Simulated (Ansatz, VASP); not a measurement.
BN in VASP and in Ansatz

Contents of INCAR:

```
  PREC = Accurate
  ENCUT = 520
  EDIFF = 1E-6
  ISMEAR = 0
  SIGMA = 0.05
  LREAL = F
  LASPH = T
  NELM = 60
  ALGO = Normal
  ISIF = 2
  LWAVE = F
  LCHARG = F
  GGA = CA
  NBANDS = 16
```

Contents of KPOINTS:

```
Automatic mesh
0
Gamma
  12 12 4
```

File POSCAR:

```
BN
1.0
    2.5044001045      0.0000000000      0.0000000000
   -1.2522000522      2.1688741117      0.0000000000
    0.0000000000      0.0000000000      7.0275971332
B N
2 2
Direct
    0.3333333333      0.6666666667      0.2500000000
    0.6666666667      0.3333333333      0.7500000000
    0.3333333333      0.6666666667      0.7500000000
    0.6666666667      0.3333333333      0.2500000000
```

Input for Ansatz:

```yaml
crystal:
  lattice:
    - [2.5044001045, 0.0, 0.0]
    - [-1.2522000522, 2.1688741117, 0.0]
    - [0.0, 0.0, 7.0275971332]
  atoms:
    - { symbol: B, position: [0.3333333333, 0.6666666667, 0.25] }
    - { symbol: B, position: [0.6666666667, 0.3333333333, 0.75] }
    - { symbol: "N", position: [0.3333333333, 0.6666666667, 0.75] }
    - { symbol: "N", position: [0.6666666667, 0.3333333333, 0.25] }
basis:
  ecutwfc: 520.0
kpoints:
  mp_grid: { grid: [12, 12, 4] }
hamiltonian:
  xc: lda
  pseudopotentials: { kind: paw, azcp: { folder: soft_1 } }
scf:
  occupations: { method: gaussian, width: 0.05 }
output:
  forces: true
  stress: true
  eigenvalues: true
```

Alike in both runs: task single point; functional LDA; k mesh 12 × 12 × 4; occupations gaussian, width 0.05 eV; no spin polarisation.

```csv
,VASP,Ansatz
version,VASP 6.6.1,Ansatz 0.2.0
potentials or method,"VASP PAW LDA potentials, release 64 (B, N), cutoff 520 eV","scalar-relativistic, plane waves, PAW"
valence electrons in the cell,16,16
```

|  | VASP | Ansatz | Ansatz less VASP |
| --- | --- | --- | --- |
| gap on the k mesh at the Fermi level (eV) | 4.16 | 4.17 | +0.011 |
| least direct gap on the mesh (eV) | 4.51 | 4.52 | +0.006 |
| pressure (GPa) | -4.4 | -4.9 | -0.55 |
| traceless stress, the component that is largest in VASP (GPa) | 2.88 | 3.61 | +0.731 |

Ansatz warns that its potentials were made for another functional, while VASP's fit it. LDA's correlation is that of Perdew and Zunger in VASP and of Perdew and Wang (1992) in Ansatz.
